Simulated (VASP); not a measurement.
# Ga7As7H18 in VASP: notebook

Runs on Ga7As7H18. Level: PBE. Tasks: single point.

Program: VASP 6.6.1. These are calculated values, not measurements. Logs are shortened: lines on timing, memory, paths and dates and some standing lists are left out, and cuts for length are marked.

### 1 The cell of the first run

The cell holds a wire or tube with vacuum around it, 32 atoms: a = 16.600 Å, b = 15.900 Å, c = 9.951 Å, α = 90.00°, β = 90.00°, γ = 90.00°.

### 2 Single point, PBE

INCAR reads:

```
SYSTEM = Ga7As7H18
ALGO = Normal ; EDIFF = 1E-7
ENCUT = 520 ; GGA = PE
ISIF = 2 ; ISMEAR = 0
LASPH = .True. ; LCHARG = .True.
LELF = .True. ; LREAL = Auto
LVHAR = .True. ; LWAVE = .False.
NBANDS = 94 ; NELM = 80
PREC = Accurate ; SIGMA = 0.05
```

KPOINTS reads:

```
k-points
0
Gamma
  1 1 6
  0 0 0
```

POSCAR reads:

```
Ga7As7H18
1.0
   16.6000000000      0.0000000000      0.0000000000
    0.0000000000     15.9000000000      0.0000000000
    0.0000000000      0.0000000000      9.9512979674
Ga As H
7 7 18
Direct
    0.5014198931      0.5000000000      0.0000000000
    0.3601220965      0.5000000000      0.3333333333
    0.6427176898      0.5000000000      0.6666666667
    0.5720687915      0.3722452710      0.3333333333
    0.4307709948      0.6277547290      0.6666666667
    0.5720687915      0.6277547290      0.3333333333
    0.4307709948      0.3722452710      0.6666666667
    0.5720687915      0.6277547290      0.0833333333
    0.4307709948      0.3722452710      0.4166666667
    0.5720687915      0.3722452710      0.0833333333
    0.4307709948      0.6277547290      0.4166666667
    0.3601220965      0.5000000000      0.0833333333
    0.6427176898      0.5000000000      0.4166666667
    0.5014198931      0.5000000000      0.7500000000
    0.5289040402      0.7058097481      0.0324187021
    0.6583982941      0.6277547290      0.0324187021
    0.3876062435      0.2941902519      0.3657520354
    0.2709528076      0.5000000000      0.3859227880
    0.6873023342      0.4193773816      0.7192561213
    0.6873023342      0.5806226184      0.7192561213
    0.5289040402      0.2941902519      0.0324187021
    0.6583982941      0.3722452710      0.0324187021
    0.3876062435      0.7058097481      0.3657520354
    0.6166534359      0.2916226526      0.3859227880
    0.3416017059      0.6277547290      0.7192561213
    0.4753556392      0.7083773474      0.7192561213
    0.3169573452      0.4219449809      0.0324187021
    0.3169573452      0.5780550191      0.0324187021
    0.7290471924      0.5000000000      0.3657520354
    0.6166534359      0.7083773474      0.3859227880
    0.3416017059      0.3722452710      0.7192561213
    0.4753556392      0.2916226526      0.7192561213
```

Potentials or basis: VASP PAW PBE potentials, release 64 (Ga_d, As, H).

Command:

```
$ cat potpaw_PBE.64/Ga_d/POTCAR potpaw_PBE.64/As/POTCAR potpaw_PBE.64/H/POTCAR > POTCAR
$ mpirun -np 1 vasp_std > vasp.out
```

OUTCAR:

```text
SYSTEM = Ga7As7H18
   EDIFF = 1E-7
   ENCUT = 520
   GGA = PE
   ISIF = 2
   ISMEAR = 0
   LASPH = .True.
   LREAL = Auto
   NELM = 80
   PREC = Accurate

 ion  position               nearest neighbor table
   1  0.501  0.500  0.000-  12 2.49  14 2.49   8 2.49  10 2.49
   2  0.360  0.500  0.333-  18 1.57  11 2.49   9 2.49  12 2.49
   3  0.643  0.500  0.667-  19 1.57  20 1.57  13 2.49  14 2.49
   4  0.572  0.372  0.333-  24 1.57  13 2.49  10 2.49   9 2.49
   5  0.431  0.628  0.667-  26 1.57  25 1.57  14 2.49  11 2.49
   6  0.572  0.628  0.333-  30 1.57  13 2.49   8 2.49  11 2.49
   7  0.431  0.372  0.667-  32 1.57  31 1.57  14 2.49   9 2.49
   8  0.572  0.628  0.083-  16 1.52  15 1.52   6 2.49   1 2.49
   9  0.431  0.372  0.417-  17 1.52   2 2.49   7 2.49   4 2.49
  10  0.572  0.372  0.083-  22 1.52  21 1.52   4 2.49   1 2.49
  11  0.431  0.628  0.417-  23 1.52   2 2.49   5 2.49   6 2.49
  12  0.360  0.500  0.083-  27 1.52  28 1.52   1 2.49   2 2.49
  13  0.643  0.500  0.417-  29 1.52   6 2.49   4 2.49   3 2.49
  14  0.501  0.500  0.750-   5 2.49   7 2.49   1 2.49   3 2.49
  15  0.529  0.706  0.032-   8 1.52
  16  0.658  0.628  0.032-   8 1.52
  17  0.388  0.294  0.366-   9 1.52
  18  0.271  0.500  0.386-   2 1.57
  19  0.687  0.419  0.719-   3 1.57
  20  0.687  0.581  0.719-   3 1.57
[... 10 lines left out ...]
  31  0.342  0.372  0.719-   7 1.57
  32  0.475  0.292  0.719-   7 1.57

  LATTYP: Found a simple orthorhombic cell.
 ALAT       =     9.9512979674
 B/A-ratio  =     1.5977815208
 C/A-ratio  =     1.6681241034

  Lattice vectors:

 A1 = (   0.0000000000,   0.0000000000,  -9.9512979674)
 A2 = (   0.0000000000,  15.9000000000,   0.0000000000)
 A3 = (  16.6000000000,   0.0000000000,   0.0000000000)

Analysis of symmetry for initial positions (statically):
=====================================================================
 Subroutine PRICEL returns:
 Original cell was already a primitive cell.

 Routine SETGRP: Setting up the symmetry group for a
 simple orthorhombic supercell.

 Subroutine GETGRP returns: Found  2 space group operations
 (whereof  2 operations were pure point group operations)
 out of a pool of  8 trial point group operations.

The static configuration has the point symmetry C_1h.

Analysis of symmetry for dynamics (positions and initial velocities):
=====================================================================
 Subroutine PRICEL returns:
[... 152 lines left out ...]
   IBRION =     -1    ionic relax: 0-MD 1-quasi-New 2-CG
   NFREE  =      0    steps in history (QN), initial steepest desc. (CG)
   ISIF   =      2    stress and relaxation
   ISYM   =      2    0-nonsym 1-usesym 2-fastsym
   POTIM  = 0.5000    time-step for ionic-motion
   TEBEG  =    0.0;   TEEND  =   0.0 temperature during run
   PSTRESS=    0.0 pullay stress
   NELECT =     144.0000    total number of electrons
   NUPDOWN=      -1.0000    fix difference up-down
   EMIN   =  10.00;   EMAX   =-10.00  energy-range for DOS
   EFERMI =   0.00;   METHOD = LEGACY
   ISMEAR =     0;   SIGMA  =   0.05  broadening in eV -4-tet -1-fermi 0-gaus
   EFERMI_NEDOS =   21; number of points for ismear=-14 and -15
   IALGO  =     38    algorithm
   IMIX   =      4    mixing-type and parameters
     AMIX     =   0.40;   BMIX     =  1.00
     AMIX_MAG =   1.60;   BMIX_MAG =  1.00
  volume/ion in A,a.u.               =      82.08       553.90
  Fermi-wavevector in a.u.,A,eV,Ry     =   0.621919  1.175257  5.262510  0.386784
  Thomas-Fermi vector in A             =   1.681593
   LORBIT       =      0    0 simple, 1 ext, 2 COOP (PROOUT), +10 PAW based schemes
   GGA     = PE    functional components
   LHFCALC =     F    Hartree Fock is set to
   AEXX    =    0.0000 exact exchange contribution
   IVDW    =     0    specifies the selected vdW correction
   LEPSILON=     F    determine dielectric tensor
   LRPA    =     F    only Hartree local field effects (RPA)
 non-spin polarized calculation
 Gauss-broadening in eV      SIGMA  =   0.05
  energy-cutoff  :      520.00
  volume of cell :     2626.55
 maximum number of plane-waves:     70739
 NGX is ok and might be reduce to   126
   NGX = 61   NGY = 59   NGZ = 37

 number of electron     144.0000011 magnetization

 Free energy of the ion-electron system (eV)
  ---------------------------------------------------
  ext. energy  EPLUGINS =         0.00000000
  ---------------------------------------------------
  free energy    TOTEN  =      -111.41218788 eV

  energy without entropy =     -111.41218788  energy(sigma->0) =     -111.41218788

 E-fermi :  -4.2457     XC(G=0):  -2.1792

 val. band max:       -4.5433507408   @ k =   0.0000   0.0000   0.5000
 cond. band min:      -1.8566475458   @ k =   0.0000   0.0000   0.0000
 fundamental gap:      2.6867031950
 Fermi energy:        -4.2456971974

 k-point     1 :       0.0000    0.0000    0.0000
  band No.  band energies     occupation
      1     -18.9723      2.00000
      2     -18.9722      2.00000
      3     -18.9371      2.00000
      4     -18.8847      2.00000
      5     -18.8847      2.00000
      6     -18.2217      2.00000
[... 337 lines left out ...]
     83       0.1438      0.00000
     84       0.1457      0.00000
 [bands above 84 left out]

------------------------ aborting loop because EDIFF is reached ----------------------------------------

  FORCE on cell =-STRESS in cart. coord.  units (eV):
  Direction    XX          YY          ZZ          XY          YZ          ZX
  --------------------------------------------------------------------------------------
  -------------------------------------------------------------------------------------
  Total       -1.4531853     -1.4375580      0.6316335      0.0000000      0.0000000      0.0018717
  in kB       -0.8864345     -0.8769019      0.3852927      0.0000000      0.0000000      0.0011417
  external PRESSURE =      -0.4593479 kB  Pullay stress =       0.0000000 kB

 VOLUME and BASIS-vectors are now :
 -----------------------------------------------------------------------------
  energy-cutoff  :      520.00
  volume of cell :     2626.55
      direct lattice vectors                 reciprocal lattice vectors
    16.600000000  0.000000000  0.000000000     0.060240964  0.000000000  0.000000000
     0.000000000 15.900000000  0.000000000     0.000000000  0.062893082  0.000000000
     0.000000000  0.000000000  9.951297967     0.000000000  0.000000000  0.100489404

 POSITION                                       TOTAL-FORCE (eV/Angst)
 -----------------------------------------------------------------------------------
      8.32357      7.95000      0.00000         0.000796      0.000000     -1.545875
      5.97803      7.95000      3.31710        -0.663248      0.000000      0.505657
     10.66911      7.95000      6.63420         0.391948      0.000000      0.844807
      9.49634      5.91870      3.31710         0.331331     -0.572713      0.505787
      7.15080      9.98130      6.63420        -0.194790      0.339056      0.845366
      9.49634      9.98130      3.31710         0.331331      0.572713      0.505787
[... 24 lines left out ...]
      5.67059      5.91870      7.15753        -0.206230      0.178576     -0.164145
      7.89090      4.63680      7.15753         0.255454     -0.087812     -0.164403
 -----------------------------------------------------------------------------------
    total drift:                                0.033706     -0.000000     -0.001492

  FREE ENERGIE OF THE ION-ELECTRON SYSTEM (eV)
  ---------------------------------------------------
  free  energy   TOTEN  =      -111.4121878750 eV

  energy  without entropy=     -111.4121878750  energy(sigma->0) =     -111.41218788
```

OSZICAR:

```text
N       E                     dE             d eps       ncg     rms          rms(c)
DAV:   1     0.879376001070E+03    0.87938E+03   -0.51605E+04   920   0.112E+03
DAV:   2     0.150453243130E+02   -0.86433E+03   -0.83882E+03  1048   0.246E+02
DAV:   3    -0.110147246628E+03   -0.12519E+03   -0.12449E+03   976   0.922E+01
[... 22 lines left out ...]
DAV:  26    -0.111412186966E+03   -0.11275E-05   -0.30351E-08   656   0.677E-04    0.680E-05
DAV:  27    -0.111412187410E+03   -0.44385E-06   -0.61181E-09   616   0.505E-04    0.548E-05
DAV:  28    -0.111412187737E+03   -0.32714E-06   -0.16270E-09   616   0.106E-03    0.515E-05
DAV:  29    -0.111412187850E+03   -0.11300E-06    0.28145E-09   576   0.537E-04    0.291E-05
DAV:  30    -0.111412187875E+03   -0.24746E-07    0.63524E-09   640   0.298E-04
   1 F= -.11141219E+03 E0= -.11141219E+03  d E =-.108829E-16
```

stdout:

```text
POSCAR found type information on POSCAR GaAsH
 POSCAR found :  3 types and      32 ions
 scaLAPACK will be used
 LDA part: xc-table for (Slater+PW92), standard interpolation
 POSCAR, INCAR and KPOINTS ok, starting setup
 FFT: planning ... GRIDC
 FFT: planning ... GRID_SOFT
 FFT: planning ... GRID
 WAVECAR not read
 entering main loop
```

Wall time 42 min (1 thread of Intel Xeon 6975P-C (Granite Rapids), shared host); peak memory 2.2 GiB.

Results:

```yaml
Free_energy: -111.4122 eV
Largest_force: 1.546 eV/Å
Band_gap_on_the_k_mesh: 2.69 eV (least direct gap 2.69 eV)
```

Forces on the atoms (eV/Å):
```
Ga   0.001  0.000 -1.546
Ga  -0.663  0.000  0.506
Ga   0.392  0.000  0.845
Ga   0.331 -0.573  0.506
Ga  -0.195  0.339  0.845
Ga   0.331  0.573  0.506
Ga  -0.195 -0.339  0.845
As  -0.307 -0.525  0.701
As   0.491  0.843 -0.164
As  -0.307  0.525  0.701
As   0.491 -0.843 -0.164
As   0.626  0.000  0.701
As  -0.979  0.000 -0.166
As   0.010  0.000 -0.694
H    0.306 -0.049 -0.287
H   -0.197  0.241 -0.287
H   -0.006 -0.009 -0.122
H   -0.028  0.000 -0.115
H   -0.054 -0.266 -0.164
H   -0.054  0.266 -0.164
H    0.306  0.049 -0.287
H   -0.197 -0.241 -0.287
H   -0.006  0.009 -0.122
H    0.011 -0.023 -0.115
H   -0.206 -0.179 -0.164
H    0.255  0.088 -0.164
H   -0.113  0.290 -0.287
H   -0.113 -0.290 -0.287
H    0.008  0.000 -0.122
H    0.011  0.023 -0.115
H   -0.206  0.179 -0.164
H    0.255 -0.088 -0.164
```

### 3 Single point, PBE

INCAR reads:

```
PREC = Accurate
ENCUT = 520
EDIFF = 1E-7
ISMEAR = 0
SIGMA = 0.05
LREAL = Auto
LASPH = T
NELM = 100
ALGO = Normal
ISIF = 2
LWAVE = F
LCHARG = F
GGA = PE
NBANDS = 94
```

KPOINTS reads:

```
regular mesh
0
Gamma
  1 1 6
```

POSCAR reads:

```
Ga7As7H18
1.0
   16.6000000000      0.0000000000      0.0000000000
    0.0000000000     15.9000000000      0.0000000000
    0.0000000000      0.0000000000      9.9681854553
Ga As H
7 7 18
Direct
    0.5014433915      0.5000000000     -0.0324080082
    0.3562119990      0.5000000000      0.3438623971
    0.6496123275      0.5000000000      0.6787205059
    0.5740453402      0.3686987130      0.3438713971
    0.4273013470      0.6339759074      0.6787182035
    0.5740453402      0.6313012870      0.3438713971
    0.4273013470      0.3660240926      0.6787182035
    0.5673769954      0.6192412806      0.0899777150
    0.4340240741      0.3781135477      0.4246727752
    0.5673769954      0.3807587194      0.0899777150
    0.4340240741      0.6218864523      0.4246727752
    0.3695590745      0.5000000000      0.0899788022
    0.6362374184      0.5000000000      0.4246800698
    0.5014121976      0.5000000000      0.7268062925
    0.5326771158      0.6991027916      0.0294782534
    0.6509745837      0.6278025709      0.0294906430
    0.3920881538      0.3022974973      0.3624161989
    0.2642990047      0.5000000000      0.3771156111
    0.6870852062      0.4132068415      0.7189103171
    0.6870852062      0.5867931585      0.7189103171
    0.5326771158      0.3008972084      0.0294782534
    0.6509745837      0.3721974291      0.0294906430
    0.3920881538      0.6977025027      0.3624161989
    0.6199796280      0.2855916160      0.3771384343
    0.3365549377      0.6244690938      0.7188537215
    0.4805180049      0.7112837755      0.7189246361
    0.3206565584      0.4286970619      0.0294866800
    0.3206565584      0.5713029381      0.0294866800
    0.7200972768      0.5000000000      0.3624397899
    0.6199796280      0.7144083840      0.3771384343
    0.3365549377      0.3755309062      0.7188537215
    0.4805180049      0.2887162245      0.7189246361
```

Potentials or basis: VASP PAW PBE potentials, release 64 (Ga_d, As, H).

Command:

```
$ cat potpaw_PBE.64/Ga_d/POTCAR potpaw_PBE.64/As/POTCAR potpaw_PBE.64/H/POTCAR > POTCAR
$ mpirun -np 1 vasp_std > vasp.out
```

It took 37 min on 1 thread of Intel Xeon 6975P-C (Granite Rapids), shared host; peak memory 2.2 GiB.

The run converged. Its results:

```yaml
Free_energy: -112.6758 eV
Largest_force: 0.102 eV/Å
Band_gap_on_the_k_mesh: 3.27 eV (least direct gap 3.35 eV)
```

Forces in eV/Å, atoms in the order of the input:
```
Ga   0.000  0.000  0.002
Ga  -0.048  0.000  0.008
Ga   0.026  0.000  0.023
Ga   0.022 -0.042  0.007
Ga  -0.014  0.024  0.024
Ga   0.022  0.042  0.007
Ga  -0.014 -0.024  0.024
As  -0.045 -0.070  0.059
As   0.032  0.052  0.031
As  -0.045  0.070  0.059
As   0.032 -0.052  0.031
As   0.077  0.000  0.063
As  -0.051  0.000  0.029
As   0.012  0.000 -0.020
H   -0.031  0.069 -0.032
H    0.075  0.008 -0.032
H   -0.037 -0.064 -0.034
H    0.021  0.000 -0.005
H   -0.008  0.016 -0.006
H   -0.008 -0.016 -0.006
H   -0.031 -0.069 -0.032
H    0.075 -0.008 -0.032
H   -0.037  0.064 -0.034
H   -0.011  0.018 -0.005
H    0.017  0.001 -0.006
H   -0.011 -0.015 -0.006
H   -0.045 -0.061 -0.032
H   -0.045  0.061 -0.032
H    0.073  0.000 -0.034
H   -0.011 -0.018 -0.005
H    0.017 -0.001 -0.006
H   -0.011  0.015 -0.006
```

Levels at points of the mesh, in eV from the valence-band top:
| k point | band 68 | band 69 | band 70 | band 71 | band 72 | band 73 | band 74 | band 75 | band 76 | band 77 |
| --- | --- | --- | --- | --- | --- | --- | --- | --- | --- | --- |
| (0.00, 0.00, 0.00) | -0.60 | -0.60 | -0.21 | -0.21 | 0.00 | 3.35 | 3.79 | 3.79 | 3.85 | 3.85 |
| (0.00, 0.00, 0.50) | -0.67 | -0.46 | -0.46 | -0.19 | -0.19 | 3.27 | 3.56 | 3.56 | 3.61 | 4.12 |
